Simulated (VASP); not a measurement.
# La16HO24 (a cell with a defect) in VASP: a series of runs, part 2 of 2

VASP 6.6.1. Earlier steps stand in the parts before.

## Step 4: Single point, PBE

INCAR

```
ALGO     = Normal         # electronic algorithm
EDIFF    = 1E-6           # SCF threshold, eV
ENCUT    = 520            # plane-wave cutoff, eV
GGA      = PE             # functional
GGA_COMPAT= False        
ISIF     = 2              # what is computed and relaxed
ISMEAR   = -1             # smearing method
ISYM     = -1           
LASPH    = True           # aspherical terms in the spheres
LCHARG   = False          # write CHGCAR
LMAXMIX  = 6              # l up to which the mixer works
LREAL    = Auto         
LWAVE    = False          # write WAVECAR
NBANDS   = 186            # bands
NELECT   = 320.0        
NELM     = 200            # most SCF steps
PREC     = Accurate       # precision mode
SIGMA    = 0.01           # smearing width, eV
```

KPOINTS

```
explicit points
1
Reciprocal
  0.25000000   0.25000000   0.25000000 1
```

POSCAR

```
La16HO24
1.0
    7.8811453700     -0.0000000600      0.0000000000
   -3.9405726400      6.8252721300      0.0000000000
    0.0000000000      0.0000000000     12.3757188400
La O H
16 24 1
Direct
    0.3342585698      0.1648083767      0.3732676913
    0.1695318106      0.3391625954      0.1240518648
    0.3350048956      0.1613844839      0.8754447431
    0.1476218744      0.3161676147      0.6292113695
    0.3338092917      0.6717758549      0.3722629012
    0.1677467862      0.8375888758      0.1198000713
    0.3427647220      0.6627957002      0.8767581213
    0.1737579488      0.8315338791      0.6209643334
    0.8345302799      0.1710270342      0.3752658783
    0.6657618692      0.3396308595      0.1235074116
    0.8351718776      0.1702836206      0.8847831097
    0.6685817853      0.3366942733      0.6268705762
    0.8407037319      0.6712819596      0.3732652672
    0.6661391685      0.8357918822      0.1240580058
    0.8440660556      0.6704115182      0.8754388444
    0.6892050656      0.8576878592      0.6291946432
    0.3354483147      0.1675436522      0.1768792608
    0.1698826321      0.3391595186      0.3242560737
    0.0083505547     -0.0028716803     -0.0029868164
    0.3341514885      0.1649269067      0.6753838794
    0.1650230000      0.3324959015      0.8240849790
   -0.0018976484      0.0072723840      0.5045322280
    0.3354544847      0.6698779086      0.1782141327
    0.1676588963      0.8378196358      0.3234588675
    0.0061675097      0.5057871590     -0.0012947935
    0.3525604002      0.6528393207      0.6587002424
    0.1767512203      0.8287057135      0.8165170953
   -0.0064734466      0.4968358675      0.5003736009
    0.8357275999      0.1696229876      0.1746709042
    0.6648888592      0.3406692064      0.3230427300
    0.4995459035     -0.0009293358     -0.0013368920
    0.8309225578      0.1744100495      0.6865649672
    0.6662776328      0.3391560067      0.8262113201
    0.5085543913      0.0119485390      0.5003407139
    0.8378014522      0.6699564447      0.1768868563
    0.6663734122      0.8356708614      0.3242667397
    0.4988816913      0.5066832449      0.0027772124
    0.8404127924      0.6711457013      0.6753770111
    0.6730361623      0.8404415137      0.8240608996
    0.5069336589      0.4985823225      0.4960094908
    0.4560746455      0.5493142187      0.5526008702
```

Potentials or basis: VASP PAW PBE potentials, release 64 (La, O, H).

On the command line:

```console
cat potpaw_PBE.64/La/POTCAR potpaw_PBE.64/O/POTCAR potpaw_PBE.64/H/POTCAR > POTCAR
mpirun -np 1 vasp_std > vasp.out
```

OUTCAR:

```text
EDIFF = 1E-6
   ENCUT = 520
   GGA = PE
   ISIF = 2
   ISMEAR = -1
   ISYM = -1
   LASPH = True
   LREAL = Auto
   NELECT = 320.0
   NELM = 200
   PREC = Accurate

 ion  position               nearest neighbor table
   1  0.334  0.165  0.373-  24 2.32  30 2.34  18 2.39  17 2.43  34 2.73  40 2.74  22 2.81
   2  0.170  0.339  0.124-  23 2.35  29 2.36  17 2.39  18 2.48  37 2.70  25 2.73  19 2.82
   3  0.335  0.161  0.875-  33 2.34  27 2.39  21 2.41  20 2.48  19 2.69  31 2.70
   4  0.148  0.316  0.629-  32 2.28  26 2.34  20 2.38  21 2.42  22 2.61  28 2.79  16 3.61
   5  0.334  0.672  0.372-  36 2.35  24 2.35  18 2.35  23 2.40  34 2.81  28 2.81  40 2.82
   6  0.168  0.838  0.120-  35 2.36  17 2.36  23 2.40  24 2.52  19 2.65  25 2.72  31 2.72
   7  0.343  0.663  0.877-  39 2.35  21 2.35  27 2.38  37 2.64  26 2.70  31 2.75  25 2.75
   8  0.174  0.832  0.621-  38 2.37  20 2.37  27 2.42  26 2.48  28 2.73  34 2.73  22 2.80
   9  0.835  0.171  0.375-  36 2.37  18 2.37  30 2.40  29 2.48  28 2.71  34 2.71  22 2.75
  10  0.666  0.340  0.124-  17 2.35  35 2.35  29 2.41  30 2.47  37 2.73  25 2.79  31 2.79
  11  0.835  0.170  0.885-  21 2.37  39 2.37  33 2.42  32 2.45  25 2.69  31 2.69  19 2.74
  12  0.669  0.337  0.627-  32 2.34  20 2.36  38 2.36  33 2.47  34 2.71  28 2.71  40 2.74
  13  0.841  0.671  0.373-  24 2.32  30 2.34  36 2.39  35 2.43  28 2.73  40 2.74  22 2.81
  14  0.666  0.836  0.124-  23 2.35  29 2.36  35 2.39  36 2.48  37 2.70  31 2.73  19 2.82
  15  0.844  0.670  0.875-  33 2.34  27 2.39  39 2.41  38 2.48  19 2.69  25 2.70
  16  0.689  0.858  0.629-  32 2.28  26 2.34  38 2.38  39 2.42  22 2.61  34 2.79   4 3.61
  17  0.335  0.168  0.177-  10 2.35   6 2.36   2 2.39   1 2.43
[... 7 lines left out ...]
  25  0.006  0.506  0.999-  11 2.69  15 2.70   6 2.72   2 2.73   7 2.75  10 2.79
  26  0.353  0.653  0.659-  16 2.34   4 2.34   8 2.48   7 2.70
  27  0.177  0.829  0.817-   7 2.38   3 2.39  15 2.39   8 2.42
  28  0.994  0.497  0.500-   9 2.71  12 2.71   8 2.73  13 2.73   4 2.79   5 2.81
  29  0.836  0.170  0.175-   2 2.36  14 2.36  10 2.41   9 2.48
  30  0.665  0.341  0.323-  13 2.34   1 2.34   9 2.40  10 2.47
  31  0.500  0.999  0.999-  11 2.69   3 2.70   6 2.72  14 2.73   7 2.75  10 2.79
  32  0.831  0.174  0.687-   4 2.28  16 2.28  12 2.34  11 2.45
  33  0.666  0.339  0.826-  15 2.34   3 2.34  11 2.42  12 2.47
  34  0.509  0.012  0.500-   9 2.71  12 2.71   8 2.73   1 2.73  16 2.79   5 2.81
  35  0.838  0.670  0.177-  10 2.35   6 2.36  14 2.39  13 2.43
  36  0.666  0.836  0.324-   5 2.35   9 2.37  13 2.39  14 2.48
  37  0.499  0.507  0.003-   7 2.64  14 2.70   2 2.70  10 2.73
  38  0.840  0.671  0.675-  12 2.36   8 2.37  16 2.38  15 2.48
  39  0.673  0.840  0.824-   7 2.35  11 2.37  15 2.41  16 2.42
[... 174 lines left out ...]
 number of electron     319.9999992 magnetization

 Free energy of the ion-electron system (eV)
  ---------------------------------------------------
  ext. energy  EPLUGINS =         0.00000000
  ---------------------------------------------------
  free energy    TOTEN  =      -345.91247906 eV

  energy without entropy =     -345.91247906  energy(sigma->0) =     -345.91247906

 E-fermi :   6.0938     XC(G=0): -10.3754

 val. band max:        5.7731747311   @ k =   0.2500   0.2500   0.2500
 cond. band min:       9.7559342823   @ k =   0.2500   0.2500   0.2500
 fundamental gap:      3.9827595512
 Fermi energy:         6.0937839066

 k-point     1 :       0.2500    0.2500    0.2500
  band No.  band energies     occupation
      1     -23.9555      2.00000
      2     -23.9059      2.00000
      3     -23.8898      2.00000
      4     -23.8740      2.00000
      5     -23.8459      2.00000
      6     -23.8391      2.00000
[... 164 lines left out ...]
    171      10.4926      0.00000
    172      10.4999      0.00000
 [bands above 172 left out]

------------------------ aborting loop because EDIFF is reached ----------------------------------------

  FORCE on cell =-STRESS in cart. coord.  units (eV):
  Direction    XX          YY          ZZ          XY          YZ          ZX
  --------------------------------------------------------------------------------------
  -------------------------------------------------------------------------------------
  Total       -9.6466282     -4.9065309     -8.5405387      4.1851404     -1.0028829      1.7220536
  in kB      -23.2170149    -11.8087895    -20.5549349     10.0725835     -2.4136877      4.1445512
  external PRESSURE =     -18.5269131 kB  Pullay stress =       0.0000000 kB

 VOLUME and BASIS-vectors are now :
 -----------------------------------------------------------------------------
  energy-cutoff  :      520.00
  volume of cell :      665.70
      direct lattice vectors                 reciprocal lattice vectors
     7.881145370 -0.000000060  0.000000000     0.126885111  0.073257152  0.000000000
    -3.940572640  6.825272130  0.000000000     0.000000001  0.146514305  0.000000000
     0.000000000  0.000000000 12.375718840     0.000000000  0.000000000  0.080803387

 POSITION                                       TOTAL-FORCE (eV/Angst)
 -----------------------------------------------------------------------------------
      1.98490      1.12486      4.61946         0.002110      0.004310     -0.010980
     -0.00039      2.31488      1.53523         0.000731      0.000434      0.016240
      2.00428      1.10149     10.83426         0.003777     -0.000824     -0.008787
     -0.08245      2.15793      7.78694        -0.014082     -0.010084      0.017734
     -0.01638      4.58505      4.60702         0.003675     -0.003729     -0.003225
     -1.97854      5.71677      1.48261        -0.001404     -0.001171      0.015522
[... 33 lines left out ...]
      2.03052      3.40296      6.13847         0.058002     -0.033443     -0.088333
      1.42978      3.74922      6.83883        -0.068600      0.038031      0.068876
 -----------------------------------------------------------------------------------
    total drift:                                0.016256      0.003059     -0.002356

  FREE ENERGIE OF THE ION-ELECTRON SYSTEM (eV)
  ---------------------------------------------------
  free  energy   TOTEN  =      -345.9124790567 eV

  energy  without entropy=     -345.9124790567  energy(sigma->0) =     -345.91247906
```

OSZICAR:

```text
N       E                     dE             d eps       ncg     rms          rms(c)
DAV:   1     0.546703442403E+04    0.54670E+04   -0.10742E+05   380   0.265E+03
DAV:   2     0.229702308058E+04   -0.31700E+04   -0.29921E+04   452   0.610E+02
DAV:   3     0.632870313450E+03   -0.16642E+04   -0.16242E+04   572   0.380E+02
[... 14 lines left out ...]
DAV:  18    -0.345912469804E+03   -0.20447E-04   -0.21144E-04   680   0.581E-02    0.121E-02
DAV:  19    -0.345912474005E+03   -0.42008E-05   -0.62214E-05   584   0.281E-02    0.595E-03
DAV:  20    -0.345912476986E+03   -0.29815E-05   -0.18932E-05   384   0.203E-02    0.276E-03
DAV:  21    -0.345912478240E+03   -0.12538E-05   -0.71061E-06   312   0.117E-02    0.197E-03
DAV:  22    -0.345912479057E+03   -0.81658E-06   -0.32446E-06   312   0.115E-02
   1 F= -.34591248E+03 E0= -.34591248E+03  d E =-.792678E-14
```

stdout:

```text
POSCAR found type information on POSCAR LaO H
 POSCAR found :  3 types and      41 ions
 scaLAPACK will be used
 LDA part: xc-table for (Slater+PW92), standard interpolation
 POSCAR, INCAR and KPOINTS ok, starting setup
 FFT: planning ... GRIDC
 FFT: planning ... GRID_SOFT
 FFT: planning ... GRID
 WAVECAR not read
 entering main loop
 the old and the new charge density differ
 old charge density:   321.00000 new  320.00000
    0.373E+01
```

It took 10 min on 1 thread of Intel Xeon Platinum 8488C (Sapphire Rapids), shared host; peak memory 0.75 GiB.

Results:

| Property | Result |
| --- | --- |
| Free energy | -345.9125 eV |
| Largest force | 0.111 eV/Å |

Forces on the atoms (eV/Å):
```
La   0.002  0.004 -0.011
La   0.001  0.000  0.016
La   0.004 -0.001 -0.009
La  -0.014 -0.010  0.018
La   0.004 -0.004 -0.003
La  -0.001 -0.001  0.016
La  -0.001  0.001 -0.007
La  -0.005  0.001  0.016
La   0.002  0.000 -0.013
La  -0.004  0.002  0.012
La  -0.002  0.001 -0.011
La   0.016 -0.010  0.021
La  -0.003 -0.003 -0.011
La   0.001 -0.002  0.014
La   0.002 -0.003 -0.008
La   0.000  0.017  0.019
O   -0.001 -0.001 -0.009
O   -0.001  0.000  0.005
O    0.001  0.002  0.004
O   -0.005  0.000 -0.004
O    0.000  0.003  0.004
O    0.000 -0.002 -0.001
O    0.001 -0.001 -0.003
O   -0.001  0.002 -0.001
O    0.000 -0.002  0.003
O    0.002 -0.003 -0.010
O    0.003  0.003  0.001
O    0.000  0.001  0.001
O    0.002 -0.002 -0.005
O    0.002  0.000 -0.003
O    0.001  0.001 -0.002
O    0.009 -0.002 -0.013
O   -0.001 -0.002  0.002
O    0.000 -0.001  0.000
O    0.003  0.002 -0.007
O   -0.001  0.001  0.008
O   -0.001  0.002 -0.004
O   -0.003  0.001  0.000
O   -0.001  0.000 -0.005
O    0.058 -0.033 -0.088
H   -0.069  0.038  0.069
```

Caveat: the cell carries a net charge on a neutralising background, which shifts energy and pressure; the cell is charged against a uniform background, so pressure and absolute levels hang on convention; spin-orbit coupling is left out, which moves the levels of the heavy elements.

## Step 5: Single point, PBE

INCAR

```
PREC = Accurate
ENCUT = 520
EDIFF = 1E-6
ISMEAR = -1
SIGMA = 0.01
LREAL = Auto
LASPH = True
NELM = 200
ALGO = Normal
ISIF = 2
LWAVE = False
LCHARG = False
GGA = PE
NBANDS = 186
NELECT = 320.0
GGA_COMPAT = False
LMAXMIX = 6
ISYM = -1
```

KPOINTS is that of step 4.

POSCAR

```
La16HO24
1.0
    7.8811453700     -0.0000000600      0.0000000000
   -3.9405726400      6.8252721300      0.0000000000
    0.0000000000      0.0000000000     12.3757188400
La O H
16 24 1
Direct
    0.3377289240      0.1652238913      0.3740428382
    0.1730741706      0.3399436632      0.1239774449
    0.3326480265      0.1618128917      0.8763323683
    0.1672677806      0.3374622969      0.6277899571
    0.3376062885      0.6722345912      0.3740955220
    0.1689718111      0.8379394845      0.1206414770
    0.3316196961      0.6701724023      0.8768621961
    0.1549126774      0.8323070350      0.6217521664
    0.8458022123      0.1719395254      0.3760263190
    0.6686127363      0.3391631859      0.1248101238
    0.8407753390      0.1702972465      0.8848202793
    0.6664927500      0.3155648594      0.6294866667
    0.8446027536      0.6718450141      0.3727320457
    0.6688304131      0.8368120613      0.1248141639
    0.8257218684      0.6631782533      0.8778944593
    0.6644733155      0.8564026355      0.6303421321
    0.3375093852      0.1678800491      0.1774309863
    0.1784489087      0.3418616820      0.3233572976
    0.0012957923     -0.0013915929     -0.0005455845
    0.3353596714      0.1653159022      0.6764536354
    0.1714672417      0.3383810882      0.8271323171
    0.0093439400      0.0148757439      0.4997769487
    0.3374685389      0.6701867608      0.1771191660
    0.1720358103      0.8383274544      0.3236884299
    0.0017325368      0.5062973218     -0.0007757125
    0.3335746794      0.6710191085      0.6774078426
    0.1508365340      0.8296075089      0.8174177299
    0.0087814792      0.4974226574      0.4998018362
    0.8406241807      0.1706821396      0.1755991735
    0.6701211306      0.3391070709      0.3253249409
    0.4919813699     -0.0022736047     -0.0018205003
    0.8453215130      0.1737731519      0.6863590802
    0.6672372303      0.3333242978      0.8242945830
    0.5102119604      0.0065152026      0.5062993173
    0.8392071425      0.6698862644      0.1788908611
    0.6702301205      0.8367557998      0.3248012541
    0.5099807110      0.5063754184      0.0026183530
    0.8062620796      0.6542076218      0.6573246456
    0.6661367082      0.8399848286      0.8248041291
    0.4998592954      0.5028923338      0.4983228918
    0.6072652289      0.5568595602      0.5519936327
```

On the command line:

```console
cat potpaw_PBE.64/La/POTCAR potpaw_PBE.64/O/POTCAR potpaw_PBE.64/H/POTCAR > POTCAR
mpirun -np 1 vasp_std > vasp.out
```

Wall time 11 min (1 thread of Intel Xeon Platinum 8488C (Sapphire Rapids), shared host); peak memory 0.75 GiB.

The run converged. Its results:

```yaml
Free_energy: -345.8925 eV
Largest_force: 0.159 eV/Å
```

Forces in eV/Å, atoms in the order of the input:
```
La   0.001  0.003 -0.009
La   0.002 -0.001  0.027
La   0.010  0.005 -0.011
La   0.002  0.002  0.020
La   0.004 -0.003 -0.009
La  -0.005  0.002  0.007
La   0.007  0.001 -0.009
La   0.007  0.005  0.023
La  -0.006 -0.002 -0.008
La   0.000  0.002  0.008
La  -0.002  0.001 -0.003
La   0.015  0.000  0.022
La   0.011 -0.002 -0.034
La   0.004 -0.002  0.010
La   0.008 -0.003 -0.007
La   0.012  0.018  0.027
O    0.008  0.001 -0.004
O   -0.007  0.002 -0.005
O    0.008  0.000  0.001
O    0.000  0.006 -0.007
O   -0.004  0.000  0.005
O   -0.003  0.000  0.006
O    0.004  0.009 -0.006
O   -0.005 -0.001  0.006
O    0.000  0.000  0.001
O    0.003 -0.006 -0.013
O    0.008  0.006 -0.001
O    0.001  0.002  0.006
O   -0.002 -0.008 -0.003
O    0.002  0.007  0.000
O    0.004  0.007  0.005
O   -0.011 -0.004 -0.003
O   -0.002  0.002  0.007
O    0.010  0.005 -0.003
O    0.004  0.004  0.002
O    0.004 -0.005  0.009
O   -0.006  0.000 -0.003
O   -0.006 -0.005  0.004
O   -0.001  0.003 -0.001
O   -0.102 -0.066 -0.102
H    0.023  0.014  0.051
```

Levels at points of the mesh, in eV from the Fermi level:
```tsv
k point	band 158	band 159	band 160	band 161	band 162	band 163
(0.25, 0.25, 0.25)	-0.37	-0.36	-0.32	3.67	3.79	3.92
```

Caveat: the cell carries a net charge on a neutralising background, which shifts energy and pressure; the cell is charged against a uniform background, so pressure and absolute levels hang on convention; spin-orbit coupling is left out, which moves the levels of the heavy elements.

## Step 6: Single point, PBE

INCAR

```
ALGO = Normal ; EDIFF = 1E-6
ENCUT = 520 ; GGA = PE
GGA_COMPAT = False ; ISIF = 2
ISMEAR = -1 ; ISYM = -1
LASPH = True ; LCHARG = False
LMAXMIX = 6 ; LREAL = Auto
LWAVE = False ; NBANDS = 186
NELECT = 320.0 ; NELM = 200
PREC = Accurate ; SIGMA = 0.01
```

KPOINTS is that of step 5.

POSCAR

```
La16HO24
1.0
    7.8811453700     -0.0000000600      0.0000000000
   -3.9405726400      6.8252721300      0.0000000000
    0.0000000000      0.0000000000     12.3757188400
La O H
16 24 1
Direct
    0.3370382312      0.1659797586      0.3743953026
    0.1739935290      0.3397923140      0.1222013864
    0.3302637044      0.1589911727      0.8763632352
    0.1697584252      0.3379957555      0.6257508029
    0.3376883635      0.6692263595      0.3747279701
    0.1666624593      0.8360825622      0.1235070075
    0.3291820113      0.6696519835      0.8766498448
    0.1595417291      0.8337972320      0.6192893600
    0.8513964619      0.1747023457      0.3745481018
    0.6688608948      0.3384259259      0.1256775481
    0.8375283710      0.1680217328      0.8812195187
    0.6548336635      0.3046971607      0.6260863793
    0.8385163340      0.6684033931      0.3762816577
    0.6689924787      0.8371790796      0.1256179960
    0.8238861481      0.6617925210      0.8822569534
    0.6526879701      0.8537441333      0.6268123169
    0.3369543702      0.1668512256      0.1766251341
    0.1805560106      0.3420830652      0.3208069003
   -0.0025803673     -0.0065097771     -0.0012203736
    0.3304252388      0.1609299965      0.6780584715
    0.1699622689      0.3374360709      0.8277152327
    0.0159175704      0.0209062728      0.4970003019
    0.3370036317      0.6693419593      0.1763689874
    0.1722982393      0.8378032262      0.3253579895
   -0.0022681059      0.5068539296     -0.0009682670
    0.3281890365      0.6705587605      0.6785962988
    0.1449762491      0.8262874947      0.8157477663
    0.0145149951      0.4963470960      0.4969154584
    0.8427352815      0.1714500211      0.1751639665
    0.6699589874      0.3357205393      0.3257506131
    0.4922333584     -0.0028684527     -0.0047207763
    0.8444931470      0.1730439502      0.6829349559
    0.6655100061      0.3346549407      0.8211514928
    0.4976476320      0.0006616630      0.5115773946
    0.8365806449      0.6684347471      0.1800663888
    0.6701689999      0.8399584560      0.3251001459
    0.5105424091      0.5057348579      0.0026392810
    0.8054731266      0.6536775330      0.6465670482
    0.6640362103      0.8360992692      0.8217041072
    0.5308411908      0.5204547107      0.5096328611
    0.6915683793      0.5983188602      0.5824214410
```

Potentials or basis: VASP PAW PBE potentials, release 64 (La, O, H).

On the command line:

```console
cat potpaw_PBE.64/La/POTCAR potpaw_PBE.64/O/POTCAR potpaw_PBE.64/H/POTCAR > POTCAR
mpirun -np 1 vasp_std > vasp.out
```

It took 10 min on 1 thread of Intel Xeon Platinum 8488C (Sapphire Rapids), shared host; peak memory 0.75 GiB.

It converged, with:

* Free energy: -345.4409 eV
* Largest force: 0.107 eV/Å

Forces on the atoms (eV/Å):
```
La   0.010  0.001 -0.016
La   0.004  0.004  0.027
La   0.006 -0.004 -0.013
La   0.016  0.014  0.003
La   0.004  0.009 -0.009
La  -0.007 -0.004  0.008
La  -0.003  0.004 -0.008
La   0.000  0.005  0.022
La   0.005 -0.002 -0.003
La   0.000  0.001  0.011
La  -0.003 -0.002 -0.013
La   0.007  0.029  0.020
La   0.016  0.009 -0.033
La   0.000  0.000  0.008
La   0.008  0.001  0.008
La   0.010  0.024  0.028
O    0.006  0.001 -0.008
O   -0.005 -0.002 -0.002
O    0.004  0.002 -0.002
O   -0.004 -0.016 -0.004
O   -0.002 -0.002  0.011
O    0.007  0.014  0.004
O   -0.001  0.003 -0.010
O   -0.023 -0.007  0.009
O    0.002  0.000 -0.004
O   -0.002 -0.008 -0.007
O   -0.012 -0.007 -0.006
O    0.011 -0.001  0.000
O   -0.002 -0.004 -0.014
O   -0.011 -0.006  0.008
O   -0.002  0.004 -0.001
O   -0.023 -0.031 -0.008
O   -0.002  0.008  0.008
O    0.006 -0.003  0.001
O    0.004  0.001  0.008
O   -0.007 -0.008  0.005
O   -0.005  0.000 -0.004
O    0.050  0.011  0.042
O    0.004 -0.001  0.001
O    0.001 -0.011  0.011
H   -0.068 -0.025 -0.079
```

Levels at points of the mesh, in eV from the Fermi level:
```tsv
k point	band 156	band 157	band 158	band 159	band 160	band 161	band 162	band 163	band 164	band 165
(0.25, 0.25, 0.25)	-0.45	-0.42	-0.41	-0.38	-0.35	3.63	3.77	3.88	3.96	4.03
```

Caveat: the cell carries a net charge on a neutralising background, which shifts energy and pressure; the cell is charged against a uniform background, so pressure and absolute levels hang on convention; spin-orbit coupling is left out, which moves the levels of the heavy elements.
